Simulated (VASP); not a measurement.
MnSb:

```
Sb Mn
1.0
     4.15000    0.00000    0.00000
    -2.07500    3.59401    0.00000
     0.00000    0.00000    5.78000
Sb Mn
2 2
Direct
  0.66667 0.33333 0.75000
  0.33333 0.66667 0.25000
  0.00000 0.00000 0.50000
  0.00000 0.00000 0.00000
```

* Program: VASP 6.6.1
* Task: relaxation of cell and atoms
* Functional: PBEsol
* Potentials or basis: VASP PAW PBE potentials, release 64 (Sb, Mn_pv)
* Cutoff: 600 eV
* k mesh: 7 × 7 × 5
* Occupations: fermi-dirac, width 0.05 eV
* Spin: collinear spin, ferromagnetic start
* Starting moments: [0.0, 0.0, 4.0, 4.0] μB
* Hubbard terms: Mn d U = 4.5 eV

At the start: pressure 4.9 GPa; volume 21.55 Å³/atom.

**Question.** Where does the relaxation end?

**Answer.** Over 5 steps the energy falls by 27.3 meV/atom and the volume is 23.14 Å³/atom (+7.4 %); space group P6_3/mmc (No. 194, to 0.1 Å) before and after; moment 8.20 μB per cell.

Step by step:
```
step  energy change (eV)  largest force (eV/Å)  pressure (GPa)  volume (Å³)
   1              0.0000                0.0000            4.86        86.21
   2             -0.0950                0.0000           -1.23        94.62
   3             -0.1010                0.0000           -0.18        92.85
   4             -0.1064                0.0000           -0.08        92.74
   5             -0.1091                0.0000            0.04        92.56
```

Final structure:
```
Sb Mn
1.0
     4.19355    0.00000    0.00000
    -2.09678    3.63172    0.00000
     0.00000    0.00000    6.07731
Sb Mn
2 2
Direct
  0.66667 0.33333 0.75000
  0.33333 0.66667 0.25000
  0.00000 0.00000 0.50000
  0.00000 0.00000 0.00000
```

Caveat: the PAW data sets were made with another functional, which shifts forces and pressure a little; the run started ferromagnetic, and an antiferromagnetic order may lie lower in energy; the U is typed as a test and isn't derived for this compound.
